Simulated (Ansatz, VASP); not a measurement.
# Two plane-wave programs on TiPd

```
CELL_PARAMETERS angstrom
3.10134 0.00000 0.00000
0.00000 3.10134 0.00000
0.00000 0.00000 3.10134
ATOMIC_POSITIONS crystal
Ti 0.50000 0.50000 0.50000
Pd 0.00000 0.00000 0.00000
```

Alike in both runs: task relaxation of cell and atoms; functional LDA; k mesh 14 × 14 × 14; occupations fermi-dirac, width 0.15 eV; no spin polarisation.

|  | VASP | Ansatz |
| --- | --- | --- |
| version | VASP 6.6.1 | Ansatz 0.2.0 |
| potentials or method | VASP PAW LDA potentials, release 64 (Ti_sv, Pd), cutoff 600 eV | scalar-relativistic, plane waves, PAW |
| valence electrons in the cell | 22 | 30 |

```csv
,VASP,Ansatz,Ansatz less VASP
"gap on the k mesh at the Fermi level, each at its own relaxed structure (eV)",none,none,-
relaxed volume (Å³/atom),14.99,14.96,-0.025
relaxed length of the cell vector where the two differ most in proportion (Å),3.106,3.105,-0.0017
```

LDA's correlation is that of Perdew and Zunger in VASP and of Perdew and Wang (1992) in Ansatz. A gap of «none» marks a metal or a gap that the smearing closes. VASP's potentials hold 22 valence electrons a cell and Ansatz's 30, so a difference there can come from the potentials and not from the codes.
